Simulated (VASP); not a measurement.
The system is AgBr.

```
CELL_PARAMETERS angstrom
0.00000 2.89276 2.89276
2.89276 0.00000 2.89276
2.89276 2.89276 0.00000
ATOMIC_POSITIONS crystal
Ag 0.00000 0.00000 0.00000
Br 0.50000 0.50000 0.50000
```

Base run:

| Quantity | Value |
| --- | --- |
| Program | VASP 6.6.1 |
| Functional | r2SCAN |
| Potentials or basis | VASP PAW PBE potentials, release 64 (Ag, Br) |
| Cutoff | 550 eV |
| k mesh | 8 × 8 × 8 |
| Occupations | gaussian, width 0.01 eV |
| Spin | no spin polarisation |

Its results: band gap on the k mesh 1.25 eV, indirect (least direct gap 3.19 eV); pressure -0.1 GPa.

The run is repeated on the same cell with these changes: functional from r2SCAN to HSE06; cutoff from 550 eV to 400 eV; k mesh from 8 × 8 × 8 to 6 × 6 × 6. What comes out?

Band gap on the k mesh 2.01 eV, indirect (least direct gap 3.76 eV); pressure 0.6 GPa.

Several settings changed at once, so the effect can't be laid on one alone.

Caveats: the PAW data sets were made with another functional, which shifts forces and pressure a little.

A k mesh can miss the band edges.
